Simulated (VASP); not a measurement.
# I (Im-3m) in VASP: notebook

Runs on I. Level: PBEsol. Tasks: relaxation of cell and atoms.

Program: VASP 6.6.1. These are calculated values, not measurements. Logs are shortened: lines on timing, memory, paths and dates and some standing lists are left out, and cuts for length are marked.

### Step 1. The cell of the first run

The structure is cubic, space group Im-3m (No. 229). Conventional cell: a = 4.030 Å, b = 4.030 Å, c = 4.030 Å, α = 90.00°, β = 90.00°, γ = 90.00°. I (site symmetry m-3m) has 14 I at 3.49 to 4.03 Å within 4.6 Å.

### Step 2. Relaxation of cell and atoms, PBEsol, target pressure 10 GPa, at which the enthalpy is minimised

The input, INCAR:

```
SYSTEM = I
ALGO     = Normal         ! electronic algorithm
EDIFF    = 1E-7           ! SCF threshold, eV
EDIFFG   = -0.01          ! ionic threshold
ENCUT    = 500            ! plane-wave cutoff, eV
GGA      = PS             ! functional
GGA_COMPAT= .FALSE.      
IBRION   = 2              ! ionic algorithm
ISIF     = 3              ! what is computed and relaxed
ISMEAR   = -1             ! smearing method
LASPH    = .TRUE.         ! aspherical terms in the spheres
LCHARG   = .FALSE.        ! write CHGCAR
LREAL    = .FALSE.        ! projectors in reciprocal space
LWAVE    = .FALSE.        ! write WAVECAR
NELM     = 120            ! most SCF steps
NELMIN   = 4            
NSW      = 80             ! ionic steps
PREC     = Accurate       ! precision mode
PSTRESS  = 100.0        
SIGMA    = 0.05           ! smearing width, eV
```

The input, KPOINTS:

```
k-points
0
G
  9 9 9
  0 0 0
```

The input, POSCAR:

```
I
1.0
   -2.0150000000      2.0150000000      2.0150000000
    2.0150000000     -2.0150000000      2.0150000000
    2.0150000000      2.0150000000     -2.0150000000
I
1
Direct
    0.0000000000      0.0000000000      0.0000000000
```

Potentials or basis: VASP PAW PBE potentials, release 64 (I).

Started as:

```sh
> cat potpaw_PBE.64/I/POTCAR > POTCAR
> mpirun -np 1 vasp_std > vasp.out
```

OUTCAR:

```text
SYSTEM = I
   EDIFF = 1E-7
   EDIFFG = -0.01
   ENCUT = 500
   GGA = PS
   IBRION = 2
   ISIF = 3
   ISMEAR = -1
   LASPH = .TRUE.
   LREAL = .FALSE.
   NELM = 120
   NELMIN = 4
   NSW = 80
   PREC = Accurate
   PSTRESS = 100.0

 ion  position               nearest neighbor table
   1  0.000  0.000  0.000-

  LATTYP: Found a body centered cubic cell.
 ALAT       =     4.0300000000

  Lattice vectors:

 A1 = (  -2.0150000000,   2.0150000000,   2.0150000000)
 A2 = (   2.0150000000,  -2.0150000000,   2.0150000000)
 A3 = (   2.0150000000,   2.0150000000,  -2.0150000000)

Analysis of symmetry for initial positions (statically):
=====================================================================
 Subroutine PRICEL returns:
 Original cell was already a primitive cell.

 Routine SETGRP: Setting up the symmetry group for a
 body centered cubic supercell.

 Subroutine GETGRP returns: Found 48 space group operations
 (whereof 48 operations were pure point group operations)
 out of a pool of 48 trial point group operations.

The static configuration has the point symmetry O_h .

Analysis of symmetry for dynamics (positions and initial velocities):
=====================================================================
 Subroutine PRICEL returns:
 Original cell was already a primitive cell.

 Routine SETGRP: Setting up the symmetry group for a
 body centered cubic supercell.

 Subroutine GETGRP returns: Found 48 space group operations
 (whereof 48 operations were pure point group operations)
 out of a pool of 48 trial point group operations.

The dynamic configuration has the point symmetry O_h .

 Subroutine INISYM returns: Found 48 space group operations
 (whereof 48 operations are pure point group operations),
 and found     1 'primitive' translations

----------------------------------------------------------------------------------------

                                     Primitive cell

  volume of cell :      32.7254

  direct lattice vectors                    reciprocal lattice vectors
    -2.015000000  2.015000000  2.015000000     0.000000000  0.248138958  0.248138958
     2.015000000 -2.015000000  2.015000000     0.248138958  0.000000000  0.248138958
     2.015000000  2.015000000 -2.015000000     0.248138958  0.248138958  0.000000000

  length of vectors
     3.490082377  3.490082377  3.490082377     0.350921479  0.350921479  0.350921479

  position of ions in fractional coordinates (direct lattice)
[... 23 lines left out ...]

  Shift w.r.t. Gamma in fractional coordinates (k-lattice)
     0.000000000  0.000000000  0.000000000

 Subroutine IBZKPT returns following result:
 ===========================================

 Found     35 irreducible k-points:

 Following reciprocal coordinates:
            Coordinates               Weight
  0.000000  0.000000  0.000000      1.000000
  0.111111  0.000000  0.000000     12.000000
  0.222222  0.000000  0.000000     12.000000
  0.333333  0.000000  0.000000     12.000000
  0.444444  0.000000  0.000000     12.000000
  0.111111  0.111111  0.000000     24.000000
[... 16 lines left out ...]
 -0.333333  0.444444  0.111111     48.000000
 -0.444444 -0.444444  0.111111     24.000000
 [... further k-points ...]
   k-points           NKPTS =     35   k-points in BZ     NKDIM =     35   number of bands    NBANDS=      7
   number of dos      NEDOS =    301   number of ions     NIONS =      1
   total plane-waves  NPLWV =  21952
   dimension x,y,z NGX =    28 NGY =   28 NGZ =   28
   dimension x,y,z NGXF=    56 NGYF=   56 NGZF=   56
   ions per type =               1
   NGX,Y,Z   is equivalent  to a cutoff of  13.34, 13.34, 13.34 a.u.
   NGXF,Y,Z  is equivalent  to a cutoff of  26.67, 26.67, 26.67 a.u.
 SYSTEM =  I
   PREC   = accura    normal or accurate (medium, high low for compatibility)
   ISTART =      0    job   : 0-new  1-cont  2-samecut
   ICHARG =      2    charge: 1-file 2-atom 10-const
   ISPIN  =      1    spin polarized calculation?
   LNONCOLLINEAR =      F non collinear calculations
   LSORBIT =      F    spin-orbit coupling
   LASPH  =      T    aspherical Exc in radial PAW
   ENCUT  =  500.0 eV  36.75 Ry    6.06 a.u.   6.36  6.36  6.36*2*pi/ulx,y,z
   NELM   =    120;   NELMIN=  4; NELMDL= -5     # of ELM steps
   EDIFF  = 0.1E-06   stopping-criterion for ELM
   LREAL  =      F    real-space projection
   EDIFFG = -.1E-01   stopping-criterion for IOM
   NSW    =     80    number of steps for IOM
   IBRION =      2    ionic relax: 0-MD 1-quasi-New 2-CG
   NFREE  =      1    steps in history (QN), initial steepest desc. (CG)
   ISIF   =      3    stress and relaxation
   ISYM   =      2    0-nonsym 1-usesym 2-fastsym
   POTIM  = 0.5000    time-step for ionic-motion
   TEBEG  =    0.0;   TEEND  =   0.0 temperature during run
   PSTRESS=  100.0 pullay stress
   NELECT =       7.0000    total number of electrons
   NUPDOWN=      -1.0000    fix difference up-down
   EMIN   =  10.00;   EMAX   =-10.00  energy-range for DOS
   EFERMI =   0.00;   METHOD = LEGACY
   ISMEAR =    -1;   SIGMA  =   0.05  broadening in eV -4-tet -1-fermi 0-gaus
   EFERMI_NEDOS =   21; number of points for ismear=-14 and -15
   IALGO  =     38    algorithm
   IMIX   =      4    mixing-type and parameters
     AMIX     =   0.40;   BMIX     =  1.00
     AMIX_MAG =   1.60;   BMIX_MAG =  1.00
  volume/ion in A,a.u.               =      32.73       220.84
  Fermi-wavevector in a.u.,A,eV,Ry     =   0.979067  1.850169 13.042169  0.958572
  Thomas-Fermi vector in A             =   2.109892
   LORBIT       =      0    0 simple, 1 ext, 2 COOP (PROOUT), +10 PAW based schemes
   GGA     = PS    functional components
   LHFCALC =     F    Hartree Fock is set to
   AEXX    =    0.0000 exact exchange contribution
   IVDW    =     0    specifies the selected vdW correction
   LEPSILON=     F    determine dielectric tensor
   LRPA    =     F    only Hartree local field effects (RPA)
 conjugate gradient relaxation of ions
 non-spin polarized calculation
  energy-cutoff  :      500.00
  volume of cell :       32.73
 maximum number of plane-waves:       845
 NGX is ok and might be reduce to    28
   NGX = 13   NGY = 13   NGZ = 13

--------------------------------------- Ionic step        1  -------------------------------------------

 number of electron       6.9999999 magnetization

 Free energy of the ion-electron system (eV)
  ---------------------------------------------------
  ext. energy  EPLUGINS =         0.00000000
  ---------------------------------------------------
  free energy    TOTEN  =        -1.37145273 eV

  energy without entropy =       -1.35347156  energy(sigma->0) =       -1.36246214

 E-fermi :   5.3702     XC(G=0):  -9.5776

 val. band max:        5.3506505711   @ k =  -0.4444   0.4444   0.1111
 cond. band min:       5.3806080860   @ k =   0.1111   0.0000   0.0000
 fundamental gap:      0.0299575149
 Fermi energy:         5.3702340322
[... 673 lines left out ...]
--------------------------------------- Ionic step        6  -------------------------------------------

 number of electron       7.0000001 magnetization

 Free energy of the ion-electron system (eV)
  ---------------------------------------------------
  ext. energy  EPLUGINS =         0.00000000
  ---------------------------------------------------
  free energy    TOTEN  =        -1.22495279 eV

  energy without entropy =       -1.21118805  energy(sigma->0) =       -1.21807042

 E-fermi :   8.0821     XC(G=0): -10.4173

 val. band max:        8.0203157811   @ k =  -0.4444   0.4444   0.1111
 cond. band min:       8.0824428734   @ k =  -0.3333  -0.4444   0.1111
 fundamental gap:      0.0621270922
 Fermi energy:         8.0820658642
[... 272 lines left out ...]
  energy  without entropy=       -1.2111880519  energy(sigma->0) =       -1.21807042

  enthalpy is  TOTEN    =         0.4762147380 eV   P V=        1.7011675252

 reached required accuracy - stopping structural energy minimisation
```

OSZICAR:

```text
N       E                     dE             d eps       ncg     rms          rms(c)
DAV:   1     0.209030773431E+02    0.20903E+02   -0.26031E+03   490   0.698E+02
DAV:   2    -0.751782749337E+00   -0.21655E+02   -0.21321E+02   686   0.960E+01
DAV:   3    -0.136848968004E+01   -0.61671E+00   -0.61135E+00   602   0.192E+01
DAV:   4    -0.137142777302E+01   -0.29381E-02   -0.29379E-02   784   0.169E+00
[... 45 lines left out ...]
       N       E                     dE             d eps       ncg     rms          rms(c)
DAV:   1    -0.122496936229E+01    0.14824E-02   -0.41445E-04   497   0.119E-01    0.519E-02
DAV:   2    -0.122495711502E+01    0.12247E-04   -0.16045E-05   525   0.299E-02    0.288E-02
DAV:   3    -0.122495278850E+01    0.43265E-05   -0.15533E-05   518   0.226E-02    0.120E-02
DAV:   4    -0.122495278721E+01    0.12939E-08   -0.17375E-07   504   0.398E-03
   6 F= 0.47621474E+00 E0= 0.48309711E+00  d E =-.906487E-05
```

CONTCAR:

```text
I
   1.00000000000000
    -1.8958292733010464    1.8958292733010464    1.8958292733010464
     1.8958292733010464   -1.8958292733010464    1.8958292733010464
     1.8958292733010464    1.8958292733010464   -1.8958292733010464
  I
     1
Direct
     0.0000000000000000    0.0000000000000000    0.0000000000000000

  0.00000000E+00  0.00000000E+00  0.00000000E+00
```

It took 16 s on 1 thread of Intel Xeon 6975P-C (Granite Rapids), shared host; peak memory 0.16 GiB.

Results:

```yaml
Free_energy: -1.2250 eV
Relaxed_volume: 27.26 Å³/atom
Relaxed_cell: a = 3.284 Å, b = 3.284 Å, c = 3.284 Å, α = 109.47°, β = 109.47°, γ = 109.47°
Space_group_after_relaxing_to_0.1_Å: Im-3m (No. 229)
Energy_change_on_relaxing_the_run_minimises_the_enthalpy: +146.5 meV/atom
Ionic_steps: 6
Pressure_after_relaxing: 10.0 GPa
Band_gap_on_the_k_mesh: zero (an odd number of electrons rules out a gap without spin polarisation)
```

The path:
```
step  energy change (eV)  largest force (eV/Å)  pressure (GPa)  volume (Å³)
   1              0.0000                0.0000            0.23        32.73
   2              0.4459                0.0000           22.17        24.16
   3              0.1422                0.0000            9.80        27.33
   4              0.1485                0.0000           10.09        27.22
   5              0.1450                0.0000            9.93        27.28
   6              0.1465                0.0000           10.00        27.26
```

Final structure:
```
I
1.0
    -1.89583    1.89583    1.89583
     1.89583   -1.89583    1.89583
     1.89583    1.89583   -1.89583
I
1
Direct
  0.00000 0.00000 0.00000
```

Caveat: the cell is relaxed towards a set pressure, so the run minimises the enthalpy, not the energy; the volume moved by over 15 % at a fixed basis, so the end points are rough; the PAW data sets were made with another functional, which shifts forces and pressure a little; spin-orbit coupling is left out, which moves the levels of the heavy elements; an odd number of electrons without spin polarisation forces a metal; a magnetic or distorted state may lie lower.

(Part 1 of 2 ends here.)
